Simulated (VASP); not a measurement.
# Mo3W2 (Fmmm) in VASP: further runs, part 2 of 2

VASP 6.6.1. The steps go on from the part before.

## Step 3: Single point, PBE

This run uses another cell than the first one, of 17.73 Å³/atom.

The input, INCAR:

```
SYSTEM = Mo3W2
PREC = Accurate
ENCUT = 520
EDIFF = 1E-6
ISMEAR = 0
SIGMA = 0.1
LREAL = .FALSE.
LASPH = .TRUE.
NELM = 60
ALGO = Fast
ISIF = 2
LWAVE = .FALSE.
LCHARG = .FALSE.
GGA = PE
NBANDS = 43
```

The input, KPOINTS:

```
regular mesh
0
G
  6 6 6
  0 0 0
```

The input, POSCAR:

```
Mo3W2
1.0
    0.0000000000      2.3228817800     11.6144088900
    1.6425254600      0.0000000000     11.6144088900
    1.6425254600      2.3228817800      0.0000000000
Mo W
3 2
Direct
    0.9000000000      0.9000000000      0.1000000000
    0.5000000000      0.5000000000      0.5000000000
    0.1000000000      0.1000000000      0.9000000000
    0.7000000000      0.7000000000      0.3000000000
    0.3000000000      0.3000000000      0.7000000000
```

Potentials or basis: VASP PAW PBE potentials, release 64 (Mo_sv, W_sv).

Launch:

```sh
cat potpaw_PBE.64/Mo_sv/POTCAR potpaw_PBE.64/W_sv/POTCAR > POTCAR
mpirun -np 1 vasp_std > vasp.out
```

OUTCAR:

```text
SYSTEM = Mo3W2
   PREC = Accurate
   ENCUT = 520
   EDIFF = 1E-6
   ISMEAR = 0
   LREAL = .FALSE.
   LASPH = .TRUE.
   NELM = 60
   ISIF = 2
   GGA = PE

 ion  position               nearest neighbor table
   1  0.900  0.900  0.100-   2 2.84   2 2.84   5 2.84   5 2.84   5 3.29   2 3.29   2 3.29   5 3.29

   2  0.500  0.500  0.500-   3 2.84   3 2.84   1 2.84   1 2.84   1 3.29   3 3.29   3 3.29   1 3.29

   3  0.100  0.100  0.900-   4 2.84   4 2.84   2 2.84   2 2.84   2 3.29   4 3.29   4 3.29   2 3.29

   4  0.700  0.700  0.300-   5 2.84   5 2.84   3 2.84   3 2.84   5 3.29   5 3.29   3 3.29   3 3.29

   5  0.300  0.300  0.700-   4 2.84   4 2.84   1 2.84   1 2.84   4 3.29   4 3.29   1 3.29   1 3.29

  LATTYP: Found a face centered orthorhombic cell.
 ALAT       =     3.2850509200
 B/A-ratio  =     1.4142135611
 C/A-ratio  =     7.0710677995

  Lattice vectors:

 A1 = (   0.0000000000,   2.3228817800,  11.6144088900)
 A2 = (   1.6425254600,   0.0000000000,  11.6144088900)
 A3 = (   1.6425254600,   2.3228817800,   0.0000000000)

Analysis of symmetry for initial positions (statically):
=====================================================================
 Subroutine PRICEL returns:
 Original cell was already a primitive cell.

 Routine SETGRP: Setting up the symmetry group for a
 face centered orthorhombic supercell.

 Subroutine GETGRP returns: Found  8 space group operations
 (whereof  8 operations were pure point group operations)
 out of a pool of  8 trial point group operations.

The static configuration has the point symmetry D_2h.

Analysis of symmetry for dynamics (positions and initial velocities):
=====================================================================
 Subroutine PRICEL returns:
 Original cell was already a primitive cell.

 Routine SETGRP: Setting up the symmetry group for a
 face centered orthorhombic supercell.

[... 129 lines left out ...]
     AMIX     =   0.40;   BMIX     =  1.00
     AMIX_MAG =   1.60;   BMIX_MAG =  1.00
  volume/ion in A,a.u.               =      17.73       119.62
  Fermi-wavevector in a.u.,A,eV,Ry     =   1.513278  2.859681 31.157484  2.290010
  Thomas-Fermi vector in A             =   2.623090
   LORBIT       =      0    0 simple, 1 ext, 2 COOP (PROOUT), +10 PAW based schemes
   GGA     = PE    functional components
   LHFCALC =     F    Hartree Fock is set to
   AEXX    =    0.0000 exact exchange contribution
   IVDW    =     0    specifies the selected vdW correction
   LEPSILON=     F    determine dielectric tensor
   LRPA    =     F    only Hartree local field effects (RPA)
 non-spin polarized calculation
 RMM-DIIS sequential band-by-band and
 Gauss-broadening in eV      SIGMA  =   0.10
  energy-cutoff  :      520.00
  volume of cell :       88.63
 maximum number of plane-waves:      2403
 NGX is ok and might be reduce to    90
   NGX = 45   NGY = 43   NGZ = 11

 number of electron      69.9999998 magnetization

 Free energy of the ion-electron system (eV)
  ---------------------------------------------------
  ext. energy  EPLUGINS =         0.00000000
  ---------------------------------------------------
  free energy    TOTEN  =       -58.15195254 eV

  energy without entropy =      -58.14040970  energy(sigma->0) =      -58.14618112

 E-fermi :  10.3769     XC(G=0): -12.8238

 val. band max:       10.3766088858   @ k =   0.5000   0.0000  -0.0000
 cond. band min:      10.3788159271   @ k =   0.3333   0.0000   0.3333
 fundamental gap:      0.0022070414
 Fermi energy:        10.3769286970

 k-point     1 :       0.0000    0.0000    0.0000
  band No.  band energies     occupation
      1     -63.9300      2.00000
      2     -63.8895      2.00000
      3     -50.9247      2.00000
      4     -50.8686      2.00000
      5     -50.8134      2.00000
      6     -28.3334      2.00000
[... 1093 lines left out ...]
     42      11.0103      0.00000
     43      11.4082      0.00000

 [... further k-points ...]

------------------------ aborting loop because EDIFF is reached ----------------------------------------

  FORCE on cell =-STRESS in cart. coord.  units (eV):
  Direction    XX          YY          ZZ          XY          YZ          ZX
  --------------------------------------------------------------------------------------
  -------------------------------------------------------------------------------------
  Total      -13.3917127    -13.5984192    -12.3127664      0.0000000      0.0000000      0.0000000
  in kB     -242.0919681   -245.8287548   -222.5870514      0.0000000      0.0000000      0.0000000
  external PRESSURE =    -236.8359248 kB  Pullay stress =       0.0000000 kB

 VOLUME and BASIS-vectors are now :
 -----------------------------------------------------------------------------
  energy-cutoff  :      520.00
  volume of cell :       88.63
      direct lattice vectors                 reciprocal lattice vectors
     0.000000000  2.322881780 11.614408890    -0.304409284  0.215249869  0.043049974
     1.642525460  0.000000000 11.614408890     0.304409284 -0.215249869  0.043049974
     1.642525460  2.322881780  0.000000000     0.304409284  0.215249869 -0.043049974

 POSITION                                       TOTAL-FORCE (eV/Angst)
 -----------------------------------------------------------------------------------
      1.64253      2.32288     20.90594         0.000000      0.000000     -0.025829
      1.64253      2.32288     11.61441         0.000000      0.000000      0.000000
      1.64253      2.32288      2.32288         0.000000      0.000000      0.025829
      1.64253      2.32288     16.26017         0.000000      0.000000      0.028039
      1.64253      2.32288      6.96865         0.000000      0.000000     -0.028039
 -----------------------------------------------------------------------------------
    total drift:                                0.000000      0.000000      0.000000

  FREE ENERGIE OF THE ION-ELECTRON SYSTEM (eV)
  ---------------------------------------------------
  free  energy   TOTEN  =       -58.1519525383 eV

  energy  without entropy=      -58.1404097025  energy(sigma->0) =      -58.14618112
```

OSZICAR:

```text
N       E                     dE             d eps       ncg     rms          rms(c)
DAV:   1     0.937328273066E+03    0.93733E+03   -0.42504E+04  3972   0.178E+03
DAV:   2    -0.961039609405E+01   -0.94694E+03   -0.92816E+03  4259   0.574E+02
DAV:   3    -0.605891609047E+02   -0.50979E+02   -0.49360E+02  4915   0.129E+02
DAV:   4    -0.618348646491E+02   -0.12457E+01   -0.12228E+01  4872   0.187E+01
DAV:   5    -0.618657044034E+02   -0.30840E-01   -0.30551E-01  5133   0.259E+00    0.306E+01
RMM:   6    -0.585953718037E+02    0.32703E+01   -0.63198E+00  4042   0.141E+01    0.101E+01
RMM:   7    -0.581880256279E+02    0.40735E+00   -0.36900E+00  4372   0.874E+00    0.313E+00
RMM:   8    -0.581893089248E+02   -0.12833E-02   -0.55672E-01  5110   0.276E+00    0.206E+00
RMM:   9    -0.581528130396E+02    0.36496E-01   -0.11635E-01  5055   0.149E+00    0.525E-01
RMM:  10    -0.581515401078E+02    0.12729E-02   -0.31038E-02  5356   0.601E-01    0.253E-01
RMM:  11    -0.581517197819E+02   -0.17967E-03   -0.86428E-03  5458   0.330E-01    0.883E-02
RMM:  12    -0.581519134206E+02   -0.19364E-03   -0.21707E-03  5789   0.148E-01    0.292E-02
RMM:  13    -0.581519417786E+02   -0.28358E-04   -0.47396E-04  5547   0.725E-02    0.174E-02
RMM:  14    -0.581519450842E+02   -0.33056E-05   -0.13974E-04  5497   0.318E-02    0.696E-03
RMM:  15    -0.581519507921E+02   -0.57079E-05   -0.47643E-05  4648   0.165E-02    0.238E-03
RMM:  16    -0.581519520264E+02   -0.12343E-05   -0.15834E-05  3593   0.727E-03    0.922E-04
RMM:  17    -0.581519525383E+02   -0.51192E-06   -0.60845E-06  3267   0.416E-03
   1 F= -.58151953E+02 E0= -.58146181E+02  d E =-.115428E-01
```

stdout:

```text
POSCAR found type information on POSCAR MoW
 POSCAR found :  2 types and       5 ions
 scaLAPACK will be used
 LDA part: xc-table for (Slater+PW92), standard interpolation
 POSCAR, INCAR and KPOINTS ok, starting setup
 FFT: planning ... GRIDC
 FFT: planning ... GRID_SOFT
 FFT: planning ... GRID
 WAVECAR not read
 entering main loop
```

It took 20 min on 1 thread of Oxide Virtual Turin-like, shared host; peak memory 0.45 GiB.

Results:

- Free energy: -58.1520 eV
- Pressure: -23.7 GPa
- Largest force: 0.028 eV/Å
- Band gap on the k mesh: zero (bands 35 and 36 overlap by 1.74 eV)

Forces in eV/Å, atoms in the order of the input:
```
Mo   0.000  0.000 -0.026
Mo   0.000  0.000  0.000
Mo   0.000  0.000  0.026
W    0.000  0.000  0.028
W    0.000  0.000 -0.028
```

Stress tensor (GPa, compression positive):
```
-24.21   0.00   0.00
  0.00 -24.58   0.00
  0.00   0.00 -22.26
```

Caveat: the k points lie up to 0.39 Å⁻¹ apart, too coarse for converged energies and pressures of a metal; spin-orbit coupling is left out, which moves the levels of the heavy elements.
